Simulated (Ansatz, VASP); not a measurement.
## Two plane-wave programs on BeTe

```
Be Te
1.0
     0.00000    2.82862    2.82862
     2.82862    0.00000    2.82862
     2.82862    2.82862    0.00000
Be Te
1 1
Cartesian
  0.0000 0.0000 0.0000
  1.4143 1.4143 1.4143
```

Alike in both runs: task single point; functional PBE; k mesh 6 × 6 × 6; occupations fermi-dirac, width 0.2 eV; no spin polarisation.

|  | VASP | Ansatz |
| --- | --- | --- |
| version | VASP 6.6.1 | Ansatz 0.2.0 |
| potentials or method | VASP PAW PBE potentials, release 64 (Be, Te) | plane waves |
| plane-wave cutoff (eV) | 600 | 420 |
| valence electrons in the cell | 8 | 18 |

Ansatz gave:

| Property | Result |
| --- | --- |
| pressure (GPa) | 0.2 |

**Question.** What did VASP give for the same quantities?

**Answer.** Pressure (GPa): 0.4.

VASP's potentials hold 8 valence electrons a cell and Ansatz's 18, so a difference there can come from the potentials and not from the codes.

Spin-orbit coupling is off throughout.
